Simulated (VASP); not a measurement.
# BN (Fmm2) in VASP: single point with PBEsol

Aim: the single point of BN with PBEsol.

Everything below comes from runs of VASP 6.6.1. Logs are shortened: lines on timing, memory, paths and dates and some standing lists are left out, and cuts for length are marked.

## Step 1: The cell of the first run

The structure is orthorhombic, space group Fmm2 (No. 42). Conventional cell: a = 2.503 Å, b = 6.991 Å, c = 4.332 Å, α = 90.00°, β = 90.00°, γ = 90.00°. Within 1.9 Å of B (site symmetry mm2) lie 3 N at 1.44 Å. N (site symmetry mm2) has 3 B at 1.44 Å within 1.9 Å.

## Step 2: Single point, PBEsol

Input file INCAR:

```
SYSTEM = BN
PREC = Accurate
ENCUT = 600
EDIFF = 1E-6
ISMEAR = 0
SIGMA = 0.01
LREAL = .False.
LASPH = .True.
NELM = 120
ALGO = Normal
ISIF = 2
LWAVE = .False.
LCHARG = .True.
GGA = PS
LELF = .True.
LVHAR = .True.
NBANDS = 11
GGA_COMPAT = .False.
```

Input file KPOINTS:

```
regular mesh
0
Gamma
  4 4 4
  0 0 0
```

Input file POSCAR:

```
BN
1.0
    0.0000000000      3.4953160000      2.1660910000
    1.2516320000      0.0000000000      2.1660910000
    1.2516320000      3.4953160000      0.0000000000
B N
1 1
Direct
    0.0000490000      0.0000490000      0.9999510000
    0.6666666667      0.6666666667      0.3333333333
```

Potentials or basis: VASP PAW PBE potentials, release 64 (B, N).

Run with:

```bash
$ cat potpaw_PBE.64/B/POTCAR potpaw_PBE.64/N/POTCAR > POTCAR
$ mpirun -np 1 vasp_std > vasp.out
```

OUTCAR:

```text
SYSTEM = BN
   PREC = Accurate
   ENCUT = 600
   EDIFF = 1E-6
   ISMEAR = 0
   LREAL = .False.
   LASPH = .True.
   NELM = 120
   ISIF = 2
   GGA = PS

 ion  position               nearest neighbor table
   1  0.000  0.000  1.000-   2 1.44   2 1.44   2 1.44
   2  0.667  0.667  0.333-   1 1.44   1 1.44   1 1.44

  LATTYP: Found a face centered orthorhombic cell.
 ALAT       =     2.5032640000
 B/A-ratio  =     1.7306133113
 C/A-ratio  =     2.7926067726

  Lattice vectors:

 A1 = (   0.0000000000,   3.4953160000,   2.1660910000)
 A2 = (  -1.2516320000,   3.4953160000,   0.0000000000)
 A3 = (  -1.2516320000,   0.0000000000,   2.1660910000)

Analysis of symmetry for initial positions (statically):
=====================================================================
 Subroutine PRICEL returns:
 Original cell was already a primitive cell.

 Routine SETGRP: Setting up the symmetry group for a
 face centered orthorhombic supercell.

 Subroutine GETGRP returns: Found  4 space group operations
 (whereof  4 operations were pure point group operations)
 out of a pool of  8 trial point group operations.

The static configuration has the point symmetry C_2v.

Analysis of symmetry for dynamics (positions and initial velocities):
=====================================================================
 Subroutine PRICEL returns:
 Original cell was already a primitive cell.

 Routine SETGRP: Setting up the symmetry group for a
 face centered orthorhombic supercell.

 Subroutine GETGRP returns: Found  4 space group operations
 (whereof  4 operations were pure point group operations)
 out of a pool of  8 trial point group operations.

The dynamic configuration has the point symmetry C_2v.

 Subroutine INISYM returns: Found  4 space group operations
 (whereof  4 operations are pure point group operations),
 and found     1 'primitive' translations

----------------------------------------------------------------------------------------

                                     Primitive cell

  volume of cell :      18.9526

  direct lattice vectors                    reciprocal lattice vectors
     0.000000000  3.495316000  2.166091000    -0.399478441  0.143048583  0.230830561
     1.251632000  0.000000000  2.166091000     0.399478441 -0.143048583  0.230830561
     1.251632000  3.495316000  0.000000000     0.399478441  0.143048583 -0.230830561
[... 82 lines left out ...]
   NFREE  =      0    steps in history (QN), initial steepest desc. (CG)
   ISIF   =      2    stress and relaxation
   ISYM   =      2    0-nonsym 1-usesym 2-fastsym
   POTIM  = 0.5000    time-step for ionic-motion
   TEBEG  =    0.0;   TEEND  =   0.0 temperature during run
   PSTRESS=    0.0 pullay stress
   NELECT =       8.0000    total number of electrons
   NUPDOWN=      -1.0000    fix difference up-down
   EMIN   =  10.00;   EMAX   =-10.00  energy-range for DOS
   EFERMI =   0.00;   METHOD = LEGACY
   ISMEAR =     0;   SIGMA  =   0.01  broadening in eV -4-tet -1-fermi 0-gaus
   EFERMI_NEDOS =   21; number of points for ismear=-14 and -15
   IALGO  =     38    algorithm
   IMIX   =      4    mixing-type and parameters
     AMIX     =   0.40;   BMIX     =  1.00
     AMIX_MAG =   1.60;   BMIX_MAG =  1.00
  volume/ion in A,a.u.               =       9.48        63.95
  Fermi-wavevector in a.u.,A,eV,Ry     =   1.228047  2.320672 20.518930  1.508099
  Thomas-Fermi vector in A             =   2.362987
   LORBIT       =      0    0 simple, 1 ext, 2 COOP (PROOUT), +10 PAW based schemes
   GGA     = PS    functional components
   LHFCALC =     F    Hartree Fock is set to
   AEXX    =    0.0000 exact exchange contribution
   IVDW    =     0    specifies the selected vdW correction
   LEPSILON=     F    determine dielectric tensor
   LRPA    =     F    only Hartree local field effects (RPA)
 non-spin polarized calculation
 Gauss-broadening in eV      SIGMA  =   0.01
  energy-cutoff  :      600.00
  volume of cell :       18.95
 maximum number of plane-waves:       644
 NGX is ok and might be reduce to    36
   NGX = 17   NGY =  9   NGZ = 15

 number of electron       8.0000000 magnetization

 Free energy of the ion-electron system (eV)
  ---------------------------------------------------
  ext. energy  EPLUGINS =         0.00000000
  ---------------------------------------------------
  free energy    TOTEN  =       -18.26970792 eV

  energy without entropy =      -18.26970792  energy(sigma->0) =      -18.26970792

 E-fermi :   1.4287     XC(G=0):  -9.9636

 val. band max:        1.3754620837   @ k =   0.5000   0.5000   0.0000
 cond. band min:       5.6372764908   @ k =   0.0000   0.5000   0.5000
 fundamental gap:      4.2618144071
 Fermi energy:         1.4287405505

 k-point     1 :       0.0000    0.0000    0.0000
  band No.  band energies     occupation
      1     -15.9292      2.00000
      2      -2.6130      2.00000
      3       0.5063      2.00000
      4       0.5152      2.00000
      5       6.5672      0.00000
      6      13.3713      0.00000
      7      13.4300      0.00000
      8      14.8424      0.00000
      9      16.3092      0.00000
     10      27.2625      0.00000
     11      28.4740      0.00000
[... 225 lines left out ...]
 k-point    18 :       0.0000    0.5000    0.5000
  band No.  band energies     occupation
      1     -12.6497      2.00000
      2      -7.0033      2.00000
      3      -2.3418      2.00000
      4       0.4189      2.00000
      5       5.6373      0.00000
      6      11.7338      0.00000
      7      16.2054      0.00000
      8      20.2836      0.00000
      9      21.1264      0.00000
     10      23.5050      0.00000
     11      26.0690      0.00000

------------------------ aborting loop because EDIFF is reached ----------------------------------------

  FORCE on cell =-STRESS in cart. coord.  units (eV):
  Direction    XX          YY          ZZ          XY          YZ          ZX
  --------------------------------------------------------------------------------------
  -------------------------------------------------------------------------------------
  Total        0.0981455     -0.0087747      0.1112388      0.0000000      0.0000000      0.0000000
  in kB        8.2968070     -0.7417725      9.4036638      0.0000000      0.0000000      0.0000000
  external PRESSURE =       5.6528994 kB  Pullay stress =       0.0000000 kB

 VOLUME and BASIS-vectors are now :
 -----------------------------------------------------------------------------
  energy-cutoff  :      600.00
  volume of cell :       18.95
      direct lattice vectors                 reciprocal lattice vectors
     0.000000000  3.495316000  2.166091000    -0.399478441  0.143048583  0.230830561
     1.251632000  0.000000000  2.166091000     0.399478441 -0.143048583  0.230830561
     1.251632000  3.495316000  0.000000000     0.399478441  0.143048583 -0.230830561

 POSITION                                       TOTAL-FORCE (eV/Angst)
 -----------------------------------------------------------------------------------
      1.25163      3.49532      0.00021         0.000000      0.000000      0.014909
      1.25163      3.49532      2.88812         0.000000      0.000000     -0.014909
 -----------------------------------------------------------------------------------
    total drift:                                0.000004     -0.000003     -0.000063

  FREE ENERGIE OF THE ION-ELECTRON SYSTEM (eV)
  ---------------------------------------------------
  free  energy   TOTEN  =       -18.2697079171 eV

  energy  without entropy=      -18.2697079171  energy(sigma->0) =      -18.26970792
```

stdout:

```text
POSCAR found type information on POSCAR B N
 POSCAR found :  2 types and       2 ions
 scaLAPACK will be used
 -----------------------------------------------------------------------------
|                                                                             |
|                                                                             |
|     You enforced a specific xc type in the INCAR file but a different       |
|     I HOPE YOU KNOW WHAT YOU ARE DOING!                                     |
|                                                                             |
 -----------------------------------------------------------------------------

 LDA part: xc-table for (Slater+PW92), standard interpolation
 POSCAR, INCAR and KPOINTS ok, starting setup
 FFT: planning ... GRIDC
 FFT: planning ... GRID_SOFT
 FFT: planning ... GRID
 WAVECAR not read
 entering main loop
```

Wall time 11 s (1 thread of AMD EPYC 7R13, shared host); peak memory 0.12 GiB.

Results:

```yaml
Free_energy: -18.2697 eV
Pressure: 0.6 GPa
Largest_force: 0.015 eV/Å
Band_gap_on_the_k_mesh: 4.26 eV, indirect (least direct gap 5.22 eV)
```

Forces in eV/Å, atoms in the order of the input:
```
B    0.000  0.000  0.015
N    0.000  0.000 -0.015
```

Stress tensor (GPa, compression positive):
```
 0.83  0.00  0.00
 0.00 -0.07  0.00
 0.00  0.00  0.94
```

Caveat: the k points lie up to 0.76 Å⁻¹ apart; the PAW data sets were made with another functional, which shifts forces and pressure a little.
